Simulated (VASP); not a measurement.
# Mg (P6_3/mmc) in VASP: notebook

The runs below take Mg through single point, with PBE.

Program: VASP 6.6.1. These are calculated values, not measurements. Logs are shortened: lines on timing, memory, paths and dates and some standing lists are left out, and cuts for length are marked.

## 1. The cell of the first run

Symmetry: P6_3/mmc, No. 194, hexagonal system. The conventional cell has a = 2.926 Å, b = 2.926 Å, c = 4.705 Å, α = 90.00°, β = 90.00°, γ = 120.00°. Within 3.8 Å of Mg (site symmetry -6m2) lie 12 Mg at 2.90 to 2.93 Å.

## 2. Single point, PBE

Input file INCAR:

```
SYSTEM = Mg
  PREC = Accurate
  ENCUT = 520
  EDIFF = 1E-6
  ISMEAR = -1
  SIGMA = 0.1
  LREAL = .FALSE.
  LASPH = .TRUE.
  NELM = 60
  ALGO = Normal
  ISIF = 2
  LWAVE = .FALSE.
  LCHARG = .FALSE.
  GGA = PE
  NBANDS = 9
```

Input file KPOINTS:

```
regular mesh
0
G
  15 15 8
  0 0 0
```

Input file POSCAR:

```
Mg
1.0
    2.9259063366      0.0000000000      0.0000000000
   -1.4629531683      2.5339092166      0.0000000000
    0.0000000000      0.0000000000      4.7049833286
Mg
2
Direct
    0.3333333333      0.6666666667      0.2500000000
    0.6666666667      0.3333333333      0.7500000000
```

Potentials or basis: VASP PAW PBE potentials, release 64 (Mg).

Run with:

```bash
> cat potpaw_PBE.64/Mg/POTCAR > POTCAR
> mpirun -np 1 vasp_std > vasp.out
```

OUTCAR:

```text
SYSTEM = Mg
   PREC = Accurate
   ENCUT = 520
   EDIFF = 1E-6
   ISMEAR = -1
   LREAL = .FALSE.
   LASPH = .TRUE.
   NELM = 60
   ISIF = 2
   GGA = PE

 ion  position               nearest neighbor table
   1  0.333  0.667  0.250-   2 2.90   2 2.90   2 2.90   2 2.90   2 2.90   2 2.90
   2  0.667  0.333  0.750-   1 2.90   1 2.90   1 2.90   1 2.90   1 2.90   1 2.90

  LATTYP: Found a hexagonal cell.
 ALAT       =     2.9259063366
 C/A-ratio  =     1.6080430428

  Lattice vectors:

 A1 = (   2.9259063366,   0.0000000000,   0.0000000000)
 A2 = (  -1.4629531683,   2.5339092166,   0.0000000000)
 A3 = (   0.0000000000,   0.0000000000,   4.7049833286)

Analysis of symmetry for initial positions (statically):
=====================================================================
 Subroutine PRICEL returns:
 Original cell was already a primitive cell.

 Routine SETGRP: Setting up the symmetry group for a
 hexagonal supercell.

 Subroutine GETGRP returns: Found 24 space group operations
 (whereof 12 operations were pure point group operations)
 out of a pool of 24 trial point group operations.

The static configuration has the point symmetry D_3d.
 The point group associated with its full space group is D_6h.

Analysis of symmetry for dynamics (positions and initial velocities):
=====================================================================
 Subroutine PRICEL returns:
 Original cell was already a primitive cell.

 Routine SETGRP: Setting up the symmetry group for a
 hexagonal supercell.

 Subroutine GETGRP returns: Found 24 space group operations
 (whereof 12 operations were pure point group operations)
 out of a pool of 24 trial point group operations.

The dynamic configuration has the point symmetry D_3d.
 The point group associated with its full space group is D_6h.

 Subroutine INISYM returns: Found 24 space group operations
 (whereof 12 operations are pure point group operations),
 and found     1 'primitive' translations

----------------------------------------------------------------------------------------

                                     Primitive cell

  volume of cell :      34.8827

  direct lattice vectors                    reciprocal lattice vectors
     2.925906337  0.000000000  0.000000000     0.341774440  0.197323565  0.000000000
    -1.462953168  2.533909217  0.000000000     0.000000000  0.394647130  0.000000000
     0.000000000  0.000000000  4.704983329     0.000000000  0.000000000  0.212540604

  length of vectors
     2.925906337  2.925906337  4.704983329     0.394647130  0.394647130  0.212540604

  position of ions in fractional coordinates (direct lattice)
[... 87 lines left out ...]
   POTIM  = 0.5000    time-step for ionic-motion
   TEBEG  =    0.0;   TEEND  =   0.0 temperature during run
   PSTRESS=    0.0 pullay stress
   NELECT =       4.0000    total number of electrons
   NUPDOWN=      -1.0000    fix difference up-down
   EMIN   =  10.00;   EMAX   =-10.00  energy-range for DOS
   EFERMI =   0.00;   METHOD = LEGACY
   ISMEAR =    -1;   SIGMA  =   0.10  broadening in eV -4-tet -1-fermi 0-gaus
   EFERMI_NEDOS =   21; number of points for ismear=-14 and -15
   IALGO  =     38    algorithm
   IMIX   =      4    mixing-type and parameters
     AMIX     =   0.40;   BMIX     =  1.00
     AMIX_MAG =   1.60;   BMIX_MAG =  1.00
  volume/ion in A,a.u.               =      17.44       117.70
  Fermi-wavevector in a.u.,A,eV,Ry     =   0.795350  1.502994  8.606796  0.632582
  Thomas-Fermi vector in A             =   1.901661
   LORBIT       =      0    0 simple, 1 ext, 2 COOP (PROOUT), +10 PAW based schemes
   GGA     = PE    functional components
   LHFCALC =     F    Hartree Fock is set to
   AEXX    =    0.0000 exact exchange contribution
   IVDW    =     0    specifies the selected vdW correction
   LEPSILON=     F    determine dielectric tensor
   LRPA    =     F    only Hartree local field effects (RPA)
 non-spin polarized calculation
  energy-cutoff  :      520.00
  volume of cell :       34.88
 maximum number of plane-waves:       966
 NGX is ok and might be reduce to    24
   NGX = 11   NGY = 11   NGZ = 17

 number of electron       4.0000000 magnetization

 Free energy of the ion-electron system (eV)
  ---------------------------------------------------
  ext. energy  EPLUGINS =         0.00000000
  ---------------------------------------------------
  free energy    TOTEN  =        -2.56628301 eV

  energy without entropy =       -2.54596026  energy(sigma->0) =       -2.55612163

 E-fermi :   4.2406     XC(G=0):  -9.3854

 val. band max:        4.2371768958   @ k =   0.1333   0.1333   0.0000
 cond. band min:       4.2475620311   @ k =   0.4667   0.0000   0.5000
 fundamental gap:      0.0103851352
 Fermi energy:         4.2406092614

 k-point     1 :       0.0000    0.0000    0.0000
  band No.  band energies     occupation
      1      -3.9568      2.00000
      2       2.1641      2.00000
      3       3.1093      1.99998
      4      16.7427      0.00000
      5      16.7427      0.00000
      6      17.4473      0.00000
      7      17.4473      0.00000
      8      17.8230      0.00000
      9      20.2857      0.00000
[... 265 lines left out ...]
 k-point    24 :       0.4000    0.2000    0.0000
  band No.  band energies     occupation
      1       2.2056      2.00000
      2       2.4760      2.00000
      3       6.3005      0.00000
      4       7.9918      0.00000
      5       8.0367      0.00000
      6       8.9892      0.00000
      7      11.4236      0.00000
      8      12.2585      0.00000
      9      14.7180      0.00000

 [... further k-points ...]

------------------------ aborting loop because EDIFF is reached ----------------------------------------

  FORCE on cell =-STRESS in cart. coord.  units (eV):
  Direction    XX          YY          ZZ          XY          YZ          ZX
  --------------------------------------------------------------------------------------
  -------------------------------------------------------------------------------------
  Total        3.7028907      3.7028907      3.6884078      0.0000000      0.0000000      0.0000000
  in kB      170.0755605    170.0755605    169.4103560      0.0000000      0.0000000      0.0000000
  external PRESSURE =     169.8538257 kB  Pullay stress =       0.0000000 kB

 VOLUME and BASIS-vectors are now :
 -----------------------------------------------------------------------------
  energy-cutoff  :      520.00
  volume of cell :       34.88
      direct lattice vectors                 reciprocal lattice vectors
     2.925906337  0.000000000  0.000000000     0.341774440  0.197323565  0.000000000
    -1.462953168  2.533909217  0.000000000     0.000000000  0.394647130  0.000000000
     0.000000000  0.000000000  4.704983329     0.000000000  0.000000000  0.212540604

 POSITION                                       TOTAL-FORCE (eV/Angst)
 -----------------------------------------------------------------------------------
     -0.00000      1.68927      1.17625        -0.000000      0.000000      0.000000
      1.46295      0.84464      3.52874         0.000000     -0.000000      0.000000
 -----------------------------------------------------------------------------------
    total drift:                                0.000000     -0.000000      0.000000

  FREE ENERGIE OF THE ION-ELECTRON SYSTEM (eV)
  ---------------------------------------------------
  free  energy   TOTEN  =        -2.5662830092 eV

  energy  without entropy=       -2.5459602577  energy(sigma->0) =       -2.55612163
```

stdout:

```text
POSCAR found type information on POSCAR Mg
 POSCAR found :  1 types and       2 ions
 scaLAPACK will be used
 LDA part: xc-table for (Slater+PW92), standard interpolation
 POSCAR, INCAR and KPOINTS ok, starting setup
 FFT: planning ... GRIDC
 FFT: planning ... GRID_SOFT
 FFT: planning ... GRID
 WAVECAR not read
 entering main loop
```

Wall time 12 s (1 thread of Intel Xeon Platinum 8559C (Emerald Rapids), shared host); peak memory 0.18 GiB.

What came out:

```yaml
Free_energy: -2.5663 eV
Pressure: 17.0 GPa
Band_gap_on_the_k_mesh: zero (band 2 reaches 5.19 eV, above the bottom of band 3 at 3.11 eV)
```

Levels at points of the mesh, in eV from the Fermi level:
| k point | band 1 | band 2 | band 3 | band 4 | band 5 | band 6 | band 7 |
| --- | --- | --- | --- | --- | --- | --- | --- |
| (0.00, 0.00, 0.00) | -8.20 | -2.08 | -1.13 | 12.50 | 12.50 | 13.21 | 13.21 |
| (0.00, 0.00, 0.50) | -6.51 | -6.51 | 6.08 | 6.08 | 13.29 | 13.29 | 13.29 |

(Part 1 of 2 ends here.)
